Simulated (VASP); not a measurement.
# ZrB2 (Fm-3m) in VASP: further runs

Runs on ZrB2. Level: PBE. Tasks: single point, relaxation of cell and atoms.

All numbers are computed with VASP 6.6.1; they aren't measurements. Logs are shortened: lines on timing, memory, paths and dates and some standing lists are left out, and cuts for length are marked.

### Step 1. The cell of the first run

It takes space group Fm-3m (No. 225, cubic). The conventional cell has a = 5.487 Å, b = 5.487 Å, c = 5.487 Å, α = 90.00°, β = 90.00°, γ = 90.00°. Within 3.1 Å of Zr (site symmetry m-3m) lie 8 B at 2.38 Å. B (site symmetry -43m) has 4 Zr at 2.38 Å and 6 B at 2.74 Å within 3.1 Å.

### Step 2. Single point, PBE

Contents of INCAR:

```
  PREC = Accurate
  ENCUT = 500
  EDIFF = 1E-6
  ISMEAR = 0
  SIGMA = 0.2
  LREAL = F
  LASPH = T
  NELM = 120
  ALGO = Normal
  ISIF = 2
  LWAVE = F
  LCHARG = F
  GGA = PE
  NBANDS = 16
  GGA_COMPAT = F
```

Contents of KPOINTS:

```
Automatic mesh
0
Gamma
  7 7 7
```

Contents of POSCAR:

```
ZrB2
1.0
    0.0000000000      2.7432759159      2.7432759159
    2.7432759159      0.0000000000      2.7432759159
    2.7432759159      2.7432759159      0.0000000000
Zr B
1 2
Direct
    0.0000000000      0.0000000000      0.0000000000
    0.2500000000      0.2500000000      0.2500000000
    0.7500000000      0.7500000000      0.7500000000
```

Potentials or basis: VASP PAW PBE potentials, release 64 (Zr_sv, B).

Run with:

```console
$ cat potpaw_PBE.64/Zr_sv/POTCAR potpaw_PBE.64/B/POTCAR > POTCAR
$ mpirun -np 1 vasp_std > vasp.out
```

OUTCAR:

```text
PREC = Accurate
   ENCUT = 500
   EDIFF = 1E-6
   ISMEAR = 0
   LREAL = F
   LASPH = T
   NELM = 120
   ISIF = 2
   GGA = PE

 ion  position               nearest neighbor table
   1  0.000  0.000  0.000-   3 2.38   3 2.38   3 2.38   2 2.38   3 2.38   2 2.38   2 2.38   2 2.38

   2  0.250  0.250  0.250-   1 2.38   1 2.38   1 2.38   1 2.38
   3  0.750  0.750  0.750-   1 2.38   1 2.38   1 2.38   1 2.38

  LATTYP: Found a face centered cubic cell.
 ALAT       =     5.4865518318

  Lattice vectors:

 A1 = (   0.0000000000,   2.7432759159,   2.7432759159)
 A2 = (   2.7432759159,   0.0000000000,   2.7432759159)
 A3 = (   2.7432759159,   2.7432759159,   0.0000000000)

Analysis of symmetry for initial positions (statically):
=====================================================================
 Subroutine PRICEL returns:
 Original cell was already a primitive cell.

 Routine SETGRP: Setting up the symmetry group for a
 face centered cubic supercell.

 Subroutine GETGRP returns: Found 48 space group operations
 (whereof 48 operations were pure point group operations)
 out of a pool of 48 trial point group operations.

The static configuration has the point symmetry O_h .

Analysis of symmetry for dynamics (positions and initial velocities):
=====================================================================
 Subroutine PRICEL returns:
 Original cell was already a primitive cell.

 Routine SETGRP: Setting up the symmetry group for a
 face centered cubic supercell.

 Subroutine GETGRP returns: Found 48 space group operations
 (whereof 48 operations were pure point group operations)
 out of a pool of 48 trial point group operations.

The dynamic configuration has the point symmetry O_h .

 Subroutine INISYM returns: Found 48 space group operations
 (whereof 48 operations are pure point group operations),
 and found     1 'primitive' translations

----------------------------------------------------------------------------------------

                                     Primitive cell

  volume of cell :      41.2894

  direct lattice vectors                    reciprocal lattice vectors
     0.000000000  2.743275916  2.743275916    -0.182263839  0.182263839  0.182263839
     2.743275916  0.000000000  2.743275916     0.182263839 -0.182263839  0.182263839
     2.743275916  2.743275916  0.000000000     0.182263839  0.182263839 -0.182263839

  length of vectors
     3.879578006  3.879578006  3.879578006     0.315690230  0.315690230  0.315690230

  position of ions in fractional coordinates (direct lattice)
     0.000000000  0.000000000  0.000000000
     0.250000000  0.250000000  0.250000000
     0.750000000  0.750000000  0.750000000

  ion indices of the primitive-cell ions
   primitive index   ion index
                 1           1
                 2           2
                 3           3

----------------------------------------------------------------------------------------

 KPOINTS: Automatic mesh

Automatic generation of k-mesh.
 Grid dimensions read from file:
 generate k-points for:    7    7    7

 Generating k-lattice:

  Cartesian coordinates                     Fractional coordinates (reciprocal lattice)
    -0.026037691  0.026037691  0.026037691     0.142857143  0.000000000  0.000000000
     0.026037691 -0.026037691  0.026037691     0.000000000  0.142857143  0.000000000
     0.026037691  0.026037691 -0.026037691     0.000000000  0.000000000  0.142857143

  Length of vectors
     0.045098604  0.045098604  0.045098604

  Shift w.r.t. Gamma in fractional coordinates (k-lattice)
     0.000000000  0.000000000  0.000000000

 Subroutine IBZKPT returns following result:
 ===========================================

 Found     20 irreducible k-points:

 Following reciprocal coordinates:
            Coordinates               Weight
  0.000000  0.000000  0.000000      1.000000
  0.142857  0.000000  0.000000      8.000000
  0.285714  0.000000  0.000000      8.000000
  0.428571  0.000000  0.000000      8.000000
  0.142857  0.142857  0.000000      6.000000
  0.285714  0.142857  0.000000     24.000000
[... 12 lines left out ...]
 -0.428571  0.428571  0.142857     24.000000
 -0.285714  0.428571  0.142857     24.000000
   k-points           NKPTS =     20   k-points in BZ     NKDIM =     20   number of bands    NBANDS=     16
   number of dos      NEDOS =    301   number of ions     NIONS =      3
   total plane-waves  NPLWV =  21952
   dimension x,y,z NGX =    28 NGY =   28 NGZ =   28
   dimension x,y,z NGXF=    56 NGYF=   56 NGZF=   56
   ions per type =               1   2
   NGX,Y,Z   is equivalent  to a cutoff of  12.00, 12.00, 12.00 a.u.
   NGXF,Y,Z  is equivalent  to a cutoff of  24.00, 24.00, 24.00 a.u.
 SYSTEM =  unknown system
   PREC   = accura    normal or accurate (medium, high low for compatibility)
   ISTART =      0    job   : 0-new  1-cont  2-samecut
   ICHARG =      2    charge: 1-file 2-atom 10-const
   ISPIN  =      1    spin polarized calculation?
   LNONCOLLINEAR =      F non collinear calculations
   LSORBIT =      F    spin-orbit coupling
   LASPH  =      T    aspherical Exc in radial PAW
   ENCUT  =  500.0 eV  36.75 Ry    6.06 a.u.   7.07  7.07  7.07*2*pi/ulx,y,z
   NELM   =    120;   NELMIN=  2; NELMDL= -5     # of ELM steps
   EDIFF  = 0.1E-05   stopping-criterion for ELM
   LREAL  =      F    real-space projection
   EDIFFG = 0.1E-04   stopping-criterion for IOM
   NSW    =      0    number of steps for IOM
   IBRION =     -1    ionic relax: 0-MD 1-quasi-New 2-CG
   NFREE  =      0    steps in history (QN), initial steepest desc. (CG)
   ISIF   =      2    stress and relaxation
   ISYM   =      2    0-nonsym 1-usesym 2-fastsym
   POTIM  = 0.5000    time-step for ionic-motion
   TEBEG  =    0.0;   TEEND  =   0.0 temperature during run
   PSTRESS=    0.0 pullay stress
   NELECT =      18.0000    total number of electrons
   NUPDOWN=      -1.0000    fix difference up-down
   EMIN   =  10.00;   EMAX   =-10.00  energy-range for DOS
   EFERMI =   0.00;   METHOD = LEGACY
   ISMEAR =     0;   SIGMA  =   0.20  broadening in eV -4-tet -1-fermi 0-gaus
   EFERMI_NEDOS =   21; number of points for ismear=-14 and -15
   IALGO  =     38    algorithm
   IMIX   =      4    mixing-type and parameters
     AMIX     =   0.40;   BMIX     =  1.00
     AMIX_MAG =   1.60;   BMIX_MAG =  1.00
  volume/ion in A,a.u.               =      13.76        92.88
  Fermi-wavevector in a.u.,A,eV,Ry     =   1.241327  2.345768 20.965116  1.540893
  Thomas-Fermi vector in A             =   2.375729
   LORBIT       =      0    0 simple, 1 ext, 2 COOP (PROOUT), +10 PAW based schemes
   GGA     = PE    functional components
   LHFCALC =     F    Hartree Fock is set to
   AEXX    =    0.0000 exact exchange contribution
   IVDW    =     0    specifies the selected vdW correction
   LEPSILON=     F    determine dielectric tensor
   LRPA    =     F    only Hartree local field effects (RPA)
 non-spin polarized calculation
 Gauss-broadening in eV      SIGMA  =   0.20
  energy-cutoff  :      500.00
  volume of cell :       41.29
 maximum number of plane-waves:      1067
   NGX = 15   NGY = 15   NGZ = 15

 number of electron      18.0000000 magnetization

 Free energy of the ion-electron system (eV)
  ---------------------------------------------------
  ext. energy  EPLUGINS =         0.00000000
  ---------------------------------------------------
  free energy    TOTEN  =       -19.59633257 eV

  energy without entropy =      -19.58316551  energy(sigma->0) =      -19.58974904

 E-fermi :   6.5916     XC(G=0): -10.9483

 val. band max:        6.5159935138   @ k =   0.1429   0.0000   0.0000
 cond. band min:       6.7137260618   @ k =  -0.1429   0.1429   0.0000
 fundamental gap:      0.1977325480
 Fermi energy:         6.5915539377

 k-point     1 :       0.0000    0.0000    0.0000
  band No.  band energies     occupation
      1     -41.6924      2.00000
      2     -19.7561      2.00000
      3     -19.7561      2.00000
      4     -19.7561      2.00000
      5      -3.0876      2.00000
      6       3.1550      2.00000
[... 8 lines left out ...]
     15      16.8034      0.00000
     16      16.8125      0.00000

 k-point     2 :       0.1429    0.0000    0.0000
  band No.  band energies     occupation
      1     -41.6895      2.00000
      2     -19.8011      2.00000
      3     -19.7630      2.00000
      4     -19.7630      2.00000
      5      -2.7633      2.00000
      6       2.3905      2.00000
[... 8 lines left out ...]
     15      14.0381      0.00000
     16      15.6386      0.00000

 k-point     3 :       0.2857    0.0000    0.0000
  band No.  band energies     occupation
      1     -41.6831      2.00000
      2     -19.9006      2.00000
      3     -19.7784      2.00000
      4     -19.7784      2.00000
      5      -1.9260      2.00000
      6       1.4291      2.00000
[... 8 lines left out ...]
     15      12.7116      0.00000
     16      15.4766      0.00000

 k-point     4 :       0.4286    0.0000    0.0000
  band No.  band energies     occupation
      1     -41.6779      2.00000
      2     -19.9786      2.00000
      3     -19.7908      2.00000
      4     -19.7908      2.00000
      5      -1.0682      2.00000
      6       0.8757      2.00000
[... 8 lines left out ...]
     15      14.0038      0.00000
     16      16.1196      0.00000

 k-point     5 :       0.1429    0.1429    0.0000
  band No.  band energies     occupation
      1     -41.6886      2.00000
      2     -19.8002      2.00000
      3     -19.7731      2.00000
      4     -19.7731      2.00000
      5      -2.6502      2.00000
      6       2.2653      2.00000
[... 8 lines left out ...]
     15      14.4649      0.00000
     16      14.4649      0.00000

 k-point     6 :       0.2857    0.1429    0.0000
  band No.  band energies     occupation
      1     -41.6833      2.00000
      2     -19.8737      2.00000
      3     -19.7906      2.00000
      4     -19.7883      2.00000
      5      -1.9587      2.00000
      6       1.5308      2.00000
[... 8 lines left out ...]
     15      13.1430      0.00000
     16      14.2992      0.00000

 k-point     7 :       0.4286    0.1429    0.0000
  band No.  band energies     occupation
      1     -41.6777      2.00000
      2     -19.9520      2.00000
      3     -19.8099      2.00000
      4     -19.8023      2.00000
      5      -1.0140      2.00000
      6       0.9516      2.00000
[... 8 lines left out ...]
     15      13.6858      0.00000
     16      15.3005      0.00000

 k-point     8 :      -0.4286    0.1429    0.0000
  band No.  band energies     occupation
      1     -41.6760      2.00000
      2     -19.9746      2.00000
      3     -19.8244      2.00000
      4     -19.7993      2.00000
      5      -0.6383      2.00000
      6       0.7932      2.00000
[... 8 lines left out ...]
     15      14.5991      0.00000
     16      15.4084      0.00000

 k-point     9 :      -0.2857    0.1429    0.0000
  band No.  band energies     occupation
      1     -41.6794      2.00000
      2     -19.9273      2.00000
      3     -19.8189      2.00000
      4     -19.7841      2.00000
      5      -1.3357      2.00000
      6       1.1267      2.00000
[... 8 lines left out ...]
     15      13.2076      0.00000
     16      14.8533      0.00000
[... 96 lines left out ...]
 k-point    15 :       0.4286    0.4286    0.0000
  band No.  band energies     occupation
      1     -41.6731      2.00000
      2     -19.9700      2.00000
      3     -19.8419      2.00000
      4     -19.8419      2.00000
      5       0.2495      2.00000
      6       0.6744      2.00000
[... 8 lines left out ...]
     15      15.0305      0.00000
     16      15.0305      0.00000

 k-point    16 :      -0.4286    0.4286    0.0000
  band No.  band energies     occupation
      1     -41.6721      2.00000
      2     -19.9676      2.00000
      3     -19.8653      2.00000
      4     -19.8403      2.00000
      5       0.5916      2.00000
      6       0.8536      2.00000
[... 8 lines left out ...]
     15      14.9969      0.00000
     16      15.1246      0.00000

 k-point    17 :       0.4286    0.2857    0.1429
  band No.  band energies     occupation
      1     -41.6785      2.00000
      2     -19.9160      2.00000
      3     -19.8337      2.00000
      4     -19.7994      2.00000
      5      -1.1583      2.00000
      6       1.0931      2.00000
[... 8 lines left out ...]
     15      13.5054      0.00000
     16      14.4443      0.00000

 k-point    18 :      -0.4286    0.2857    0.1429
  band No.  band energies     occupation
      1     -41.6746      2.00000
      2     -19.9471      2.00000
      3     -19.8635      2.00000
      4     -19.8153      2.00000
      5      -0.2598      2.00000
      6       0.7987      2.00000
[... 8 lines left out ...]
     15      14.2653      0.00000
     16      15.1831      0.00000

 k-point    19 :      -0.4286    0.4286    0.1429
  band No.  band energies     occupation
      1     -41.6729      2.00000
      2     -19.9516      2.00000
      3     -19.8671      2.00000
      4     -19.8403      2.00000
      5       0.3495      2.00000
      6       0.6915      2.00000
[... 8 lines left out ...]
     15      14.5230      0.00000
     16      15.1081      0.00000

 k-point    20 :      -0.2857    0.4286    0.1429
  band No.  band energies     occupation
      1     -41.6725      2.00000
      2     -19.9231      2.00000
      3     -19.9083      2.00000
      4     -19.8367      2.00000
      5       0.4891      2.00000
      6       0.7648      2.00000
[... 8 lines left out ...]
     15      14.5151      0.00000
     16      14.7613      0.00000

------------------------ aborting loop because EDIFF is reached ----------------------------------------

  FORCE on cell =-STRESS in cart. coord.  units (eV):
  Direction    XX          YY          ZZ          XY          YZ          ZX
  --------------------------------------------------------------------------------------
  -------------------------------------------------------------------------------------
  Total        0.0358139      0.0358139      0.0358139     -0.0000000      0.0000000      0.0000000
  in kB        1.3897093      1.3897093      1.3897093     -0.0000000      0.0000000      0.0000000
  external PRESSURE =       1.3897093 kB  Pullay stress =       0.0000000 kB

 VOLUME and BASIS-vectors are now :
 -----------------------------------------------------------------------------
  energy-cutoff  :      500.00
  volume of cell :       41.29
      direct lattice vectors                 reciprocal lattice vectors
     0.000000000  2.743275916  2.743275916    -0.182263839  0.182263839  0.182263839
     2.743275916  0.000000000  2.743275916     0.182263839 -0.182263839  0.182263839
     2.743275916  2.743275916  0.000000000     0.182263839  0.182263839 -0.182263839

 POSITION                                       TOTAL-FORCE (eV/Angst)
 -----------------------------------------------------------------------------------
      0.00000      0.00000      0.00000         0.000000     -0.000000      0.000000
      1.37164      1.37164      1.37164        -0.000000     -0.000000     -0.000000
      4.11491      4.11491      4.11491        -0.000000      0.000000      0.000000
 -----------------------------------------------------------------------------------
    total drift:                               -0.000000     -0.000000      0.000000

  FREE ENERGIE OF THE ION-ELECTRON SYSTEM (eV)
  ---------------------------------------------------
  free  energy   TOTEN  =       -19.5963325728 eV

  energy  without entropy=      -19.5831655054  energy(sigma->0) =      -19.58974904
```

Run time: 15 s. Hardware: 1 thread of Intel Xeon Platinum 8488C (Sapphire Rapids), shared host; peak memory 0.15 GiB.

What came out:

* Free energy: -19.5963 eV
* Pressure: 0.1 GPa
* Band gap on the k mesh: zero (band 9 reaches 7.63 eV, above the bottom of band 10 at 5.73 eV)

Levels at points of the mesh, in eV from the Fermi level:
```tsv
k point	band 7	band 8	band 9	band 10	band 11	band 12
(0.00, 0.00, 0.00)	-3.44	-3.44	-1.11	1.85	1.85	3.89
```

(Part 1 of 2 ends here.)
